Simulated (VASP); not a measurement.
# TiO2 (I4_1/amd) in VASP: single point with PBE+U

Aim: the single point of TiO2 with PBE+U.

Everything below comes from runs of VASP 6.6.1. Logs are shortened: lines on timing, memory, paths and dates and some standing lists are left out, and cuts for length are marked.

## Step 1: The cell of the first run

It takes space group I4_1/amd (No. 141, tetragonal). Conventional cell: a = 3.818 Å, b = 3.818 Å, c = 9.777 Å, α = 90.00°, β = 90.00°, γ = 90.00°. Ti (site symmetry -4m2) has 6 O at 1.96 to 2.01 Å within 2.6 Å. Within 2.6 Å of O (site symmetry 2mm) lie 3 Ti at 1.96 to 2.01 Å and 2 O at 2.47 Å.

## Step 2: Single point, PBE+U

INCAR

```
SYSTEM = TiO2
PREC = Accurate
ENCUT = 520
EDIFF = 1E-6
ISMEAR = 0
SIGMA = 0.02
LREAL = .FALSE.
LASPH = .TRUE.
NELM = 150
ALGO = Normal
ISIF = 2
LWAVE = .FALSE.
LCHARG = .FALSE.
LMAXMIX = 4
LDAU = .TRUE.
LDAUTYPE = 2
LDAUL = 2 -1
LDAUU = 4 0
LDAUJ = 0 0
LDAUPRINT = 1
GGA = PE
NBANDS = 33
```

KPOINTS

```
Automatic mesh
0
G
  10 10 10
  0 0 0
```

POSCAR

```
TiO2
1.0
   -1.9089264783      1.9089264783      4.8882829143
    1.9089264783     -1.9089264783      4.8882829143
    1.9089264783      1.9089264783     -4.8882829143
Ti O
2 4
Direct
    0.0000000000      0.0000000000      0.0000000000
    0.7500000000      0.2500000000      0.5000000000
    0.2052809378      0.2052809378      0.0000000000
    0.9552809378      0.4552809378      0.5000000000
    0.5447190622      0.0447190622      0.5000000000
    0.7947190622      0.7947190622      0.0000000000
```

Potentials or basis: VASP PAW PBE potentials, release 64 (Ti_sv, O).

Started as:

```bash
cat potpaw_PBE.64/Ti_sv/POTCAR potpaw_PBE.64/O/POTCAR > POTCAR
mpirun -np 1 vasp_std > vasp.out
```

OUTCAR:

```text
SYSTEM = TiO2
   PREC = Accurate
   ENCUT = 520
   EDIFF = 1E-6
   ISMEAR = 0
   LREAL = .FALSE.
   LASPH = .TRUE.
   NELM = 150
   ISIF = 2
   GGA = PE

 ion  position               nearest neighbor table
   1  0.000  0.000  0.000-   5 1.96   4 1.96   5 1.96   4 1.96   3 2.01   6 2.01
   2  0.750  0.250  0.500-   6 1.96   3 1.96   6 1.96   3 1.96   4 2.01   5 2.01
   3  0.205  0.205  0.000-   2 1.96   2 1.96   1 2.01
   4  0.955  0.455  0.500-   1 1.96   1 1.96   2 2.01
   5  0.545  0.045  0.500-   1 1.96   1 1.96   2 2.01
   6  0.795  0.795  0.000-   2 1.96   2 1.96   1 2.01

  LATTYP: Found a body centered tetragonal cell.
 ALAT       =     3.8178529566
 C/A-ratio  =     2.5607497040

  Lattice vectors:

 A1 = (  -1.9089264783,   1.9089264783,   4.8882829143)
 A2 = (   1.9089264783,  -1.9089264783,   4.8882829143)
 A3 = (   1.9089264783,   1.9089264783,  -4.8882829143)

Analysis of symmetry for initial positions (statically):
=====================================================================
 Subroutine PRICEL returns:
 Original cell was already a primitive cell.

 Routine SETGRP: Setting up the symmetry group for a
 body centered tetragonal supercell.

 Subroutine GETGRP returns: Found 16 space group operations
 (whereof  8 operations were pure point group operations)
 out of a pool of 16 trial point group operations.

The static configuration has the point symmetry D_2d.
 The point group associated with its full space group is D_4h.

Analysis of symmetry for dynamics (positions and initial velocities):
=====================================================================
 Subroutine PRICEL returns:
 Original cell was already a primitive cell.

 Routine SETGRP: Setting up the symmetry group for a
 body centered tetragonal supercell.

 Subroutine GETGRP returns: Found 16 space group operations
 (whereof  8 operations were pure point group operations)
 out of a pool of 16 trial point group operations.

The dynamic configuration has the point symmetry D_2d.
 The point group associated with its full space group is D_4h.

 Subroutine INISYM returns: Found 16 space group operations
 (whereof  8 operations are pure point group operations),
 and found     1 'primitive' translations

----------------------------------------------------------------------------------------

                                     Primitive cell

  volume of cell :      71.2516

  direct lattice vectors                    reciprocal lattice vectors
    -1.908926478  1.908926478  4.888282914     0.000000000  0.261927322  0.102285405
     1.908926478 -1.908926478  4.888282914     0.261927322  0.000000000  0.102285405
     1.908926478  1.908926478 -4.888282914     0.261927322  0.261927322  0.000000000

  length of vectors
     5.584201863  5.584201863  5.584201863     0.281190729  0.281190729  0.370421171

  position of ions in fractional coordinates (direct lattice)
     0.000000000  0.000000000  0.000000000
     0.750000000  0.250000000  0.500000000
     0.205280938  0.205280938  0.000000000
     0.955280938  0.455280938  0.500000000
     0.544719062  0.044719062  0.500000000
     0.794719062  0.794719062  0.000000000

  ion indices of the primitive-cell ions
   primitive index   ion index
                 1           1
                 2           2
                 3           3
                 4           4
                 5           5
                 6           6

[... 109 lines left out ...]
  volume of cell :       71.25
 maximum number of plane-waves:      1930
 NGX is ok and might be reduce to    42
   NGX = 21   NGY = 21   NGZ = 21

atom =   1  type =  1  l = 2

 onsite density matrix

spin component  1

  0.1038  0.0000 -0.0000  0.0000  0.0000
  0.0000  0.1000 -0.0000  0.0000  0.0000
 -0.0000 -0.0000  0.2445 -0.0000  0.0000
  0.0000  0.0000 -0.0000  0.1000  0.0000
  0.0000  0.0000  0.0000  0.0000  0.2455

spin component  2

  0.1038  0.0000 -0.0000  0.0000  0.0000
  0.0000  0.1000 -0.0000  0.0000  0.0000
 -0.0000 -0.0000  0.2445 -0.0000  0.0000
  0.0000  0.0000 -0.0000  0.1000  0.0000
  0.0000  0.0000  0.0000  0.0000  0.2455

 occupancies and eigenvectors

  o =  0.1000  v =  0.0000  0.9995 -0.0000  0.0319 -0.0000  0.0000  0.0000  0.0000  0.0000  0.0000      0.0000  0.0000  0.0000  0.0000  0.0000  0.0000  0.0000  0.0000  0.0000  0.0000
  o =  0.1000  v =  0.0000  0.0000  0.0000  0.0000  0.0000  0.0000  0.9995 -0.0000  0.0319 -0.0000      0.0000  0.0000  0.0000  0.0000  0.0000  0.0000  0.0000  0.0000  0.0000  0.0000
  o =  0.1000  v =  0.0000 -0.0319  0.0000  0.9995  0.0000  0.0000  0.0000  0.0000  0.0000  0.0000      0.0000  0.0000  0.0000  0.0000  0.0000  0.0000  0.0000  0.0000  0.0000  0.0000
  o =  0.1000  v =  0.0000  0.0000  0.0000  0.0000  0.0000  0.0000 -0.0319  0.0000  0.9995  0.0000      0.0000  0.0000  0.0000  0.0000  0.0000  0.0000  0.0000  0.0000  0.0000  0.0000
  o =  0.1038  v =  1.0000  0.0000  0.0000  0.0000  0.0000  0.0000  0.0000  0.0000  0.0000  0.0000      0.0000  0.0000  0.0000  0.0000  0.0000  0.0000  0.0000  0.0000  0.0000  0.0000
  o =  0.1038  v =  0.0000  0.0000  0.0000  0.0000  0.0000  1.0000  0.0000  0.0000  0.0000  0.0000      0.0000  0.0000  0.0000  0.0000  0.0000  0.0000  0.0000  0.0000  0.0000  0.0000
  o =  0.2445  v =  0.0000  0.0000  0.0000  0.0000  0.0000  0.0000 -0.0000 -1.0000 -0.0000  0.0000      0.0000  0.0000  0.0000  0.0000  0.0000  0.0000  0.0000  0.0000  0.0000  0.0000
  o =  0.2445  v =  0.0000 -0.0000 -1.0000 -0.0000  0.0000  0.0000  0.0000  0.0000  0.0000  0.0000      0.0000  0.0000  0.0000  0.0000  0.0000  0.0000  0.0000  0.0000  0.0000  0.0000
  o =  0.2455  v =  0.0000  0.0000  0.0000  0.0000  0.0000  0.0000  0.0000 -0.0000 -0.0000 -1.0000      0.0000  0.0000  0.0000  0.0000  0.0000  0.0000  0.0000  0.0000  0.0000  0.0000
  o =  0.2455  v =  0.0000  0.0000 -0.0000 -0.0000 -1.0000  0.0000  0.0000  0.0000  0.0000  0.0000      0.0000  0.0000  0.0000  0.0000  0.0000  0.0000  0.0000  0.0000  0.0000  0.0000

atom =   2  type =  1  l = 2

 onsite density matrix

spin component  1

  0.1038 -0.0000 -0.0000 -0.0000  0.0000
 -0.0000  0.1000  0.0000  0.0000  0.0000
 -0.0000  0.0000  0.2445 -0.0000 -0.0000
 -0.0000  0.0000 -0.0000  0.1000  0.0000
  0.0000  0.0000 -0.0000  0.0000  0.2455

spin component  2

  0.1038 -0.0000 -0.0000 -0.0000  0.0000
 -0.0000  0.1000  0.0000  0.0000  0.0000
 -0.0000  0.0000  0.2445 -0.0000 -0.0000
 -0.0000  0.0000 -0.0000  0.1000  0.0000
  0.0000  0.0000 -0.0000  0.0000  0.2455

 occupancies and eigenvectors

  o =  0.1000  v =  0.0000  0.8550  0.0000  0.5186 -0.0000  0.0000  0.0000  0.0000  0.0000  0.0000      0.0000  0.0000  0.0000  0.0000  0.0000  0.0000  0.0000  0.0000  0.0000  0.0000
  o =  0.1000  v =  0.0000  0.0000  0.0000  0.0000  0.0000  0.0000  0.8550  0.0000  0.5186 -0.0000      0.0000  0.0000  0.0000  0.0000  0.0000  0.0000  0.0000  0.0000  0.0000  0.0000
  o =  0.1000  v =  0.0000 -0.5186 -0.0000  0.8550  0.0000  0.0000  0.0000  0.0000  0.0000  0.0000      0.0000  0.0000  0.0000  0.0000  0.0000  0.0000  0.0000  0.0000  0.0000  0.0000
  o =  0.1000  v =  0.0000  0.0000  0.0000  0.0000  0.0000  0.0000 -0.5186 -0.0000  0.8550  0.0000      0.0000  0.0000  0.0000  0.0000  0.0000  0.0000  0.0000  0.0000  0.0000  0.0000
  o =  0.1038  v =  1.0000  0.0000  0.0000  0.0000  0.0000  0.0000  0.0000  0.0000  0.0000  0.0000      0.0000  0.0000  0.0000  0.0000  0.0000  0.0000  0.0000  0.0000  0.0000  0.0000
  o =  0.1038  v =  0.0000  0.0000  0.0000  0.0000  0.0000  1.0000  0.0000  0.0000  0.0000  0.0000      0.0000  0.0000  0.0000  0.0000  0.0000  0.0000  0.0000  0.0000  0.0000  0.0000
  o =  0.2445  v =  0.0000  0.0000  0.0000  0.0000  0.0000  0.0000 -0.0000  1.0000 -0.0000  0.0000      0.0000  0.0000  0.0000  0.0000  0.0000  0.0000  0.0000  0.0000  0.0000  0.0000
  o =  0.2445  v =  0.0000 -0.0000  1.0000 -0.0000  0.0000  0.0000  0.0000  0.0000  0.0000  0.0000      0.0000  0.0000  0.0000  0.0000  0.0000  0.0000  0.0000  0.0000  0.0000  0.0000
  o =  0.2455  v =  0.0000  0.0000  0.0000  0.0000  0.0000  0.0000  0.0000 -0.0000  0.0000  1.0000      0.0000  0.0000  0.0000  0.0000  0.0000  0.0000  0.0000  0.0000  0.0000  0.0000
  o =  0.2455  v =  0.0000  0.0000 -0.0000  0.0000  1.0000  0.0000  0.0000  0.0000  0.0000  0.0000      0.0000  0.0000  0.0000  0.0000  0.0000  0.0000  0.0000  0.0000  0.0000  0.0000

 number of electron      47.9999994 magnetization

 Free energy of the ion-electron system (eV)
  ---------------------------------------------------
  ext. energy  EPLUGINS =         0.00000000
  ---------------------------------------------------
  free energy    TOTEN  =       -48.50087024 eV

  energy without entropy =      -48.50087024  energy(sigma->0) =      -48.50087024

 E-fermi :   3.4206     XC(G=0): -10.5142

 val. band max:        3.2153062291   @ k =  -0.4000   0.4000   0.0000
 cond. band min:       5.8815799148   @ k =   0.0000   0.0000   0.0000
 fundamental gap:      2.6662736857
 Fermi energy:         3.4206348500

 k-point     1 :       0.0000    0.0000    0.0000
  band No.  band energies     occupation
      1     -54.2961      2.00000
      2     -54.2517      2.00000
      3     -30.6461      2.00000
      4     -30.4494      2.00000
      5     -30.4494      2.00000
      6     -30.3955      2.00000
[... 853 lines left out ...]
     32       9.4159      0.00000
     33      10.2678      0.00000

 [... further k-points ...]

------------------------ aborting loop because EDIFF is reached ----------------------------------------

  FORCE on cell =-STRESS in cart. coord.  units (eV):
  Direction    XX          YY          ZZ          XY          YZ          ZX
  --------------------------------------------------------------------------------------
  -------------------------------------------------------------------------------------
  Total        2.0044072      2.0044072      1.5950623      0.0000000      0.0000000      0.0000000
  in kB       45.0714795     45.0714795     35.8668713      0.0000000      0.0000000      0.0000000
  external PRESSURE =      42.0032768 kB  Pullay stress =       0.0000000 kB

 VOLUME and BASIS-vectors are now :
 -----------------------------------------------------------------------------
  energy-cutoff  :      520.00
  volume of cell :       71.25
      direct lattice vectors                 reciprocal lattice vectors
    -1.908926478  1.908926478  4.888282914     0.000000000  0.261927322  0.102285405
     1.908926478 -1.908926478  4.888282914     0.261927322  0.000000000  0.102285405
     1.908926478  1.908926478 -4.888282914     0.261927322  0.261927322  0.000000000

 POSITION                                       TOTAL-FORCE (eV/Angst)
 -----------------------------------------------------------------------------------
      0.00000      0.00000      0.00000         0.000000      0.000000      0.000000
     -0.00000      1.90893      2.44414         0.000000      0.000000      0.000000
      0.00000      0.00000      2.00694        -0.000000      0.000000      0.149937
      0.00000      1.90893      4.45108         0.000000     -0.000000      0.149937
      0.00000      1.90893      0.43720         0.000000     -0.000000     -0.149937
      0.00000      0.00000      7.76962        -0.000000      0.000000     -0.149937
 -----------------------------------------------------------------------------------
    total drift:                               -0.000000     -0.000000     -0.000000

  FREE ENERGIE OF THE ION-ELECTRON SYSTEM (eV)
  ---------------------------------------------------
  free  energy   TOTEN  =       -48.5008702381 eV

  energy  without entropy=      -48.5008702381  energy(sigma->0) =      -48.50087024
```

Run time: 4.9 min. Hardware: 1 thread of AMD EPYC 9R14 (Zen 4), shared host; peak memory 0.34 GiB.

What came out:

```
Free energy            : -48.5009 eV
Pressure               : 4.2 GPa
Largest force          : 0.150 eV/Å
Band gap on the k mesh : 2.67 eV, indirect (least direct gap 2.96 eV)
```

Forces on the atoms (eV/Å):
```
Ti   0.000  0.000  0.000
Ti   0.000  0.000  0.000
O    0.000  0.000  0.150
O    0.000  0.000  0.150
O    0.000  0.000 -0.150
O    0.000  0.000 -0.150
```

Stress tensor (GPa, compression positive):
```
4.51 0.00 0.00
0.00 4.51 0.00
0.00 0.00 3.59
```

Levels at points of the mesh, in eV from the valence-band top:
```tsv
k point	band 21	band 22	band 23	band 24	band 25	band 26	band 27	band 28
(0.00, 0.00, 0.00)	-0.76	-0.76	-0.38	-0.38	2.67	3.34	4.40	4.40
(0.50, 0.00, 0.00)	-1.73	-0.88	-0.83	-0.67	3.68	3.86	3.97	3.99
(0.50, 0.50, 0.00)	-1.90	-1.90	-0.06	-0.06	3.69	3.69	4.11	4.11
(0.50, 0.50, 0.50)	-1.23	-1.23	-0.09	-0.09	2.99	2.99	4.21	4.21
```

Eigenvalues of the final occupation matrices:
```
    site  spin  trace               eigenvalues
site 1 d     1   0.79  0.10 0.10 0.10 0.24 0.25
site 1 d     2   0.79  0.10 0.10 0.10 0.24 0.25
site 2 d     1   0.79  0.10 0.10 0.10 0.24 0.25
site 2 d     2   0.79  0.10 0.10 0.10 0.24 0.25
```

A k mesh can miss the band edges.
